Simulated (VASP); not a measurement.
# Te (Fm-3m) in VASP: further runs, part 2 of 2

VASP 6.6.1.

### Step 5. Single point, r2SCAN (volume scaled by 1.04)

File POSCAR:

```
Te
1.0
    0.0000000000      2.4538186275      2.4538186275
    2.4538186275      0.0000000000      2.4538186275
    2.4538186275      2.4538186275      0.0000000000
Te
1
Direct
    0.0000000000      0.0000000000      0.0000000000
```

File INCAR.step1:

```
SYSTEM = Te
  PREC = Accurate
  ENCUT = 520
  ISMEAR = -1
  SIGMA = 0.1
  LREAL = .False.
  LASPH = .True.
  NELM = 80
  NBANDS = 9
  GGA = PE
  ALGO = Normal
  EDIFF = 1E-4
  LWAVE = .True.
  LCHARG = .False.
```

File INCAR.step2:

```
SYSTEM = Te
  PREC = Accurate
  ENCUT = 520
  EDIFF = 1E-7
  ISMEAR = -1
  SIGMA = 0.1
  LREAL = .False.
  LASPH = .True.
  NELM = 80
  ALGO = Normal
  ISIF = 2
  LWAVE = .False.
  LCHARG = .False.
  METAGGA = R2SCAN
  LMIXTAU = .True.
  NBANDS = 9
  ISTART = 1
```

File KPOINTS:

```
Automatic mesh
0
Gamma
  13 13 13
  0 0 0
```

On the command line:

```console
$ cat potpaw_PBE.64/Te/POTCAR > POTCAR
$ cp INCAR.step1 INCAR
$ mpirun -np 1 vasp_std > vasp.out
$ cp INCAR.step2 INCAR
$ mpirun -np 1 vasp_std > vasp.out
```

Run time: 70 s. Hardware: 1 thread of Intel Xeon Platinum 8488C (Sapphire Rapids), shared host; peak memory 0.17 GiB.

The run converged. Its results:

```
Free energy            : -24.8783 eV
Pressure               : -2.0 GPa
Band gap on the k mesh : zero (band 3 reaches 10.11 eV, above the bottom of band 4 at 5.36 eV)
```

Levels at points of the mesh, in eV from the Fermi level:
```
           k point  band 1  band 2  band 3  band 4  band 5  band 6  band 7  band 8
(0.00, 0.00, 0.00)  -14.08    2.98    2.98    2.98    9.94    9.94    9.94   10.48
```

Caveat: the PAW data sets were made with another functional, which shifts forces and pressure a little; spin-orbit coupling is left out, which moves the levels of the heavy elements.

### Step 6. Single point, r2SCAN (volume scaled by 1.08)

File POSCAR:

```
Te
1.0
    0.0000000000      2.4848829205      2.4848829205
    2.4848829205      0.0000000000      2.4848829205
    2.4848829205      2.4848829205      0.0000000000
Te
1
Direct
    0.0000000000      0.0000000000      0.0000000000
```

File INCAR.step1:

```
SYSTEM = Te
PREC     = Accurate       ! precision mode
ENCUT    = 520            ! plane-wave cutoff, eV
ISMEAR   = -1             ! smearing method
SIGMA    = 0.1            ! smearing width, eV
LREAL    = .FALSE.        ! projectors in reciprocal space
LASPH    = .TRUE.         ! aspherical terms in the spheres
NELM     = 100            ! most SCF steps
NBANDS   = 9              ! bands
GGA      = PE             ! functional
ALGO     = Normal         ! electronic algorithm
EDIFF    = 1E-4           ! SCF threshold, eV
LWAVE    = .TRUE.         ! write WAVECAR
LCHARG   = .FALSE.        ! write CHGCAR
```

File INCAR.step2:

```
SYSTEM = Te
PREC     = Accurate       ! precision mode
ENCUT    = 520            ! plane-wave cutoff, eV
EDIFF    = 1E-6           ! SCF threshold, eV
ISMEAR   = -1             ! smearing method
SIGMA    = 0.1            ! smearing width, eV
LREAL    = .FALSE.        ! projectors in reciprocal space
LASPH    = .TRUE.         ! aspherical terms in the spheres
NELM     = 100            ! most SCF steps
ALGO     = Normal         ! electronic algorithm
ISIF     = 2              ! what is computed and relaxed
LWAVE    = .FALSE.        ! write WAVECAR
LCHARG   = .FALSE.        ! write CHGCAR
METAGGA  = R2SCAN         ! meta-GGA
LMIXTAU  = .TRUE.       
NBANDS   = 9              ! bands
ISTART   = 1
```

File KPOINTS:

```
Automatic mesh
0
G
  13 13 13
  0 0 0
```

Potentials or basis: VASP PAW PBE potentials, release 64 (Te).

On the command line:

```console
$ cat potpaw_PBE.64/Te/POTCAR > POTCAR
$ cp INCAR.step1 INCAR
$ mpirun -np 1 vasp_std > vasp.out
$ cp INCAR.step2 INCAR
$ mpirun -np 1 vasp_std > vasp.out
```

OUTCAR:

```text
SYSTEM = Te
   PREC = Accurate
   ENCUT = 520
   EDIFF = 1E-6
   ISMEAR = -1
   LREAL = .FALSE.
   LASPH = .TRUE.
   NELM = 100
   ISIF = 2
   METAGGA = R2SCAN
   ISTART = 1

 ion  position               nearest neighbor table
   1  0.000  0.000  0.000-

  LATTYP: Found a face centered cubic cell.
 ALAT       =     4.9697658410

  Lattice vectors:

 A1 = (   0.0000000000,   2.4848829205,   2.4848829205)
 A2 = (   2.4848829205,   0.0000000000,   2.4848829205)
 A3 = (   2.4848829205,   2.4848829205,   0.0000000000)

Analysis of symmetry for initial positions (statically):
=====================================================================
 Subroutine PRICEL returns:
 Original cell was already a primitive cell.

 Routine SETGRP: Setting up the symmetry group for a
 face centered cubic supercell.

 Subroutine GETGRP returns: Found 48 space group operations
 (whereof 48 operations were pure point group operations)
 out of a pool of 48 trial point group operations.

The static configuration has the point symmetry O_h .

[... 153 lines left out ...]
  ---------------------------------------------------
  free energy    TOTEN  =       -24.85854818 eV

  energy without entropy =      -24.82522133  energy(sigma->0) =      -24.84188476

 E-fermi :   6.6208     XC(G=0): -10.2151

 val. band max:        6.5545910960   @ k =  -0.3846   0.3077   0.0769
 cond. band min:       6.6392740701   @ k =   0.4615   0.1538   0.0000
 fundamental gap:      0.0846829741
 Fermi energy:         6.6208033884

 k-point     1 :       0.0000    0.0000    0.0000
  band No.  band energies     occupation
      1      -7.1651      2.00000
      2       9.4127      0.00000
      3       9.4127      0.00000
      4       9.4127      0.00000
      5      16.5151      0.00000
      6      16.5151      0.00000
      7      16.5151      0.00000
      8      16.6861      0.00000
      9      18.3040      0.00000
[... 265 lines left out ...]
 k-point    24 :       0.4615    0.1538    0.0000
  band No.  band energies     occupation
      1      -4.6029      2.00000
      2       1.9048      2.00000
      3       6.6393      0.90791
      4       7.4505      0.00050
      5      13.6476      0.00000
      6      16.3013      0.00000
      7      17.4883      0.00000
      8      19.3206      0.00000
      9      20.8063      0.00000

 [... further k-points ...]
[... 5 lines left out ...]
  --------------------------------------------------------------------------------------
  -------------------------------------------------------------------------------------
  Total       -0.6724724     -0.6724724     -0.6724724     -0.0000000     -0.0000000      0.0000000
  in kB      -35.1105211    -35.1105211    -35.1105211     -0.0000000     -0.0000000      0.0000000
  external PRESSURE =     -35.1105211 kB  Pullay stress =       0.0000000 kB

 VOLUME and BASIS-vectors are now :
 -----------------------------------------------------------------------------
  energy-cutoff  :      520.00
  volume of cell :       30.69
      direct lattice vectors                 reciprocal lattice vectors
     0.000000000  2.484882921  2.484882921    -0.201216724  0.201216724  0.201216724
     2.484882921  0.000000000  2.484882921     0.201216724 -0.201216724  0.201216724
     2.484882921  2.484882921  0.000000000     0.201216724  0.201216724 -0.201216724

 POSITION                                       TOTAL-FORCE (eV/Angst)
 -----------------------------------------------------------------------------------
      0.00000      0.00000      0.00000         0.000000      0.000000      0.000000
 -----------------------------------------------------------------------------------
    total drift:                                0.000000      0.000000      0.000000

  FREE ENERGIE OF THE ION-ELECTRON SYSTEM (eV)
  ---------------------------------------------------
  free  energy   TOTEN  =       -24.8585481794 eV

  energy  without entropy=      -24.8252213331  energy(sigma->0) =      -24.84188476
```

OUTCAR.step1:

```text
SYSTEM = Te
   PREC = Accurate
   ENCUT = 520
   ISMEAR = -1
   LREAL = .FALSE.
   LASPH = .TRUE.
[... 505 lines left out ...]
 -----------------------------------------------------------------------------------
      0.00000      0.00000      0.00000         0.000000     -0.000000     -0.000000
 -----------------------------------------------------------------------------------
    total drift:                                0.000000      0.000000      0.000000

  FREE ENERGIE OF THE ION-ELECTRON SYSTEM (eV)
  ---------------------------------------------------
  free  energy   TOTEN  =        -2.7141579024 eV

  energy  without entropy=       -2.6792182108  energy(sigma->0) =       -2.69668806
```

Wall time 57 s (1 thread of Intel Xeon Platinum 8488C (Sapphire Rapids), shared host); peak memory 0.17 GiB.

Results:

* Free energy: -24.8585 eV
* Pressure: -3.5 GPa
* Band gap on the k mesh: zero (band 3 reaches 9.41 eV, above the bottom of band 4 at 4.97 eV)

Caveat: the PAW data sets were made with another functional, which shifts forces and pressure a little; spin-orbit coupling is left out, which moves the levels of the heavy elements.

### Step 7. The runs side by side

| cell | gap on the mesh (eV) | pressure (GPa) |
| --- | --- | --- |
| a = 3.331 Å, angles 60.0°, 1 atom | none | 5.2 |
| a = 3.379 Å, angles 60.0°, 1 atom | none | 2.2 |
| a = 3.425 Å, angles 60.0°, 1 atom | none | -0.2 |
| a = 3.470 Å, angles 60.0°, 1 atom | none | -2.0 |
| a = 3.514 Å, angles 60.0°, 1 atom | none | -3.5 |

Alike in all rows: task single point; level r2SCAN; potentials or basis VASP PAW PBE potentials, release 64 (Te); no spin polarisation; k mesh 13 × 13 × 13; cutoff (eV) 520; smearing fermi-dirac 0.1 eV.

Caveats: the PAW data sets were made with another functional, which shifts forces and pressure a little; spin-orbit coupling is left out, which moves the levels of the heavy elements.

Absolute energies hang on the potentials; compare differences alone.
